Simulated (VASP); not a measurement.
Runs of VASP 6.6.1 on Pd. The structure is that of space group Fm-3m (No. 225), or close to it. The cells are those of the table. 

```csv
task,cell,k mesh,cutoff (eV),gap on the mesh (eV),pressure (GPa),relaxed volume (Å³/atom)
relaxation of cell and atoms,"relaxed from a = 2.770 Å, angles 60.0°, 1 atom",8 × 8 × 8,600,none,-0.3,14.25
single point,"a = 2.715 Å, angles 60.0°, 1 atom",18 × 18 × 18,520,none,0.3,-
single point,"a = 2.719 Å, angles 60.0°, 1 atom",8 × 8 × 8,520,none,0.2,-
single point,"a = 2.770 Å, angles 60.0°, 1 atom",8 × 8 × 8,520,none,(a),-
single point,"a = 2.715 Å, angles 90.0, 60.0, 120.0°, 1 atom",15 × 15 × 15,500,none,0.2,-
relaxation of cell and atoms,"relaxed from a = 2.719 Å, angles 60.0°, 1 atom",18 × 18 × 18,600,none,0.0,14.16
```

Alike in all rows: level LDA; potentials or basis VASP PAW LDA potentials, release 64 (Pd); no spin polarisation; smearing gaussian 0.1 eV.

Task: Fill in the values left out.

Result: (a) -10.6.

A k mesh can miss the band edges, and the runs leave out spin-orbit coupling on Pd.

A gap of «none» marks levels without a gap at the run's occupations.
